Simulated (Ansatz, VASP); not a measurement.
# One calculation of CaSe, two programs

The input INCAR:

```
  PREC = Accurate
  ENCUT = 500
  EDIFF = 1E-6
  ISMEAR = 0
  SIGMA = 0.01
  LREAL = False
  LASPH = True
  NELM = 120
  ALGO = Normal
  ISIF = 2
  LWAVE = False
  LCHARG = False
  GGA = PS
  NBANDS = 15
  GGA_COMPAT = False
```

KPOINTS

```
Automatic mesh
0
Gamma
  6 6 6
```

The input POSCAR:

```
CaSe
1.0
    0.0000000000      3.3109635357      3.3109635357
    3.3109635357      0.0000000000      3.3109635357
    3.3109635357      3.3109635357      0.0000000000
Ca Se
1 1
Direct
    0.0000000000      0.0000000000      0.0000000000
    0.7500000000      0.7500000000      0.7500000000
```

Input for Ansatz:

```yaml
crystal:
  lattice:
    - [0.0, 3.3109635356888942, 3.3109635356888942]
    - [3.3109635356888942, 0.0, 3.3109635356888942]
    - [3.3109635356888942, 3.3109635356888942, 0.0]
  atoms:
    - { symbol: Ca, position: [0.0, 0.0, 0.0] }
    - { symbol: Se, position: [0.75, 0.75, 0.75] }
basis:
  ecutwfc: 470.0
kpoints:
  mp_grid:
    grid: [6, 6, 6]
hamiltonian:
  xc: pbesol
scf:
  occupations:
    method: fixed
output:
  stress: true
```

Alike in both runs: task single point; functional PBEsol; k mesh 6 × 6 × 6; no spin polarisation.

|  | VASP | Ansatz |
| --- | --- | --- |
| version | VASP 6.6.1 | Ansatz 0.2.0 |
| potentials or method | VASP PAW PBE potentials, release 64 (Ca_sv, Se), cutoff 500 eV | plane waves, PAW |
| occupations | gaussian, width 0.01 eV | fixed |
| valence electrons in the cell | 16 | 26 |

```tsv
	VASP	Ansatz	Ansatz less VASP
pressure (GPa)	-1.6	-1.7	-0.10
```

VASP's potentials were made for PBE, not for PBEsol. VASP's potentials hold 16 valence electrons a cell and Ansatz's 26, so a difference there can come from the potentials and not from the codes.
